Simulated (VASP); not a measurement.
Input of a VASP 6.6.1 run:

INCAR

```
PREC = Accurate
ENCUT = 520
EDIFF = 1E-6
ISMEAR = -1
SIGMA = 0.1
LREAL = False
LASPH = True
NELM = 60
ALGO = Normal
ISIF = 2
LWAVE = False
LCHARG = True
GGA = PS
LELF = True
LVHAR = True
NBANDS = 32
```

File KPOINTS:

```
Automatic mesh
0
Gamma
  17 17 10
```

The input POSCAR:

```
Lu
1.0
    3.3002491645      0.0000000000      0.0000000000
   -1.6501245822      2.8580996153      0.0000000000
    0.0000000000      0.0000000000      5.1381883329
Lu
2
Direct
    0.3333333333      0.6666666667      0.2500000000
    0.6666666667      0.3333333333      0.7500000000
```

Potentials or basis: VASP PAW PBE potentials, release 64 (Lu).

Command:

```console
$ cat potpaw_PBE.64/Lu/POTCAR > POTCAR
$ mpirun -np 1 vasp_std > vasp.out
```

Question: What does it give for the band gap on the k mesh?

Answer: Zero (bands 25 and 26 overlap by 2.06 eV).

Question: What does it give for the pressure?

Answer: 8.0 GPa.

Stress tensor (GPa, compression positive):
```
7.91 0.00 0.00
0.00 7.91 0.00
0.00 0.00 8.19
```

Caveat: the cell stands under pressure; the PAW data sets were made with another functional, which shifts forces and pressure a little; spin-orbit coupling is left out, which moves the levels of the heavy elements.
